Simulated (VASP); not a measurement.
Wanted: the native input for a VASP 6.6.1 run.

- Task: single point
- Functional: PBE
- Potentials or basis: VASP PAW PBE potentials, release 64 (Al, Cr_pv, C)
- Cutoff: 520 eV
- k mesh: 18 × 18 × 4
- Occupations: gaussian, width 0.1 eV
- Spin: no spin polarisation
- Dipole correction: no
- Further INCAR settings: ALGO = Normal; EDIFF = 1e-07; NBANDS = 41

The structure of AlCr2C lies in POSCAR:

```
AlCr2C
1.0
    2.8404503457      0.0000000000      0.0000000000
   -1.4202251729      2.4599021576      0.0000000000
    0.0000000000      0.0000000000     12.7034315120
Al Cr C
2 4 2
Direct
    0.6666666667      0.3333333333      0.2500000000
    0.3333333333      0.6666666667      0.7500000000
    0.3333333333      0.6666666667      0.4157418987
    0.6666666667      0.3333333333      0.9157418987
    0.6666666667      0.3333333333      0.5842581013
    0.3333333333      0.6666666667      0.0842581013
    0.0000000000      0.0000000000      0.5000000000
    0.0000000000      0.0000000000      0.0000000000
```

One way to write it, as run:

INCAR

```
SYSTEM = AlCr2C
PREC = Accurate
ENCUT = 520
EDIFF = 1E-7
ISMEAR = 0
SIGMA = 0.1
LREAL = .FALSE.
LASPH = .TRUE.
NELM = 100
ALGO = Normal
ISIF = 2
LWAVE = .FALSE.
LCHARG = .FALSE.
GGA = PE
NBANDS = 41
```

KPOINTS

```
regular mesh
0
G
  18 18 4
  0 0 0
```

Potentials or basis: VASP PAW PBE potentials, release 64 (Al, Cr_pv, C).

The run is started by

```console
$ cat potpaw_PBE.64/Al/POTCAR potpaw_PBE.64/Cr_pv/POTCAR potpaw_PBE.64/C/POTCAR > POTCAR
$ mpirun -np 1 vasp_std > vasp.out
```

It gave:

```
Pressure               : 0.1 GPa
Largest force          : 0.042 eV/Å
Band gap on the k mesh : zero (bands 31 and 32 overlap by 0.85 eV)
```

Caveat: the run has no spin polarisation, though such a crystal can be magnetic.

Wall time 4.6 min on 1 thread of Intel(R) Xeon(R) Platinum 8488C (Sapphire Rapids), with other jobs on the host, peak memory 0.45 GiB.
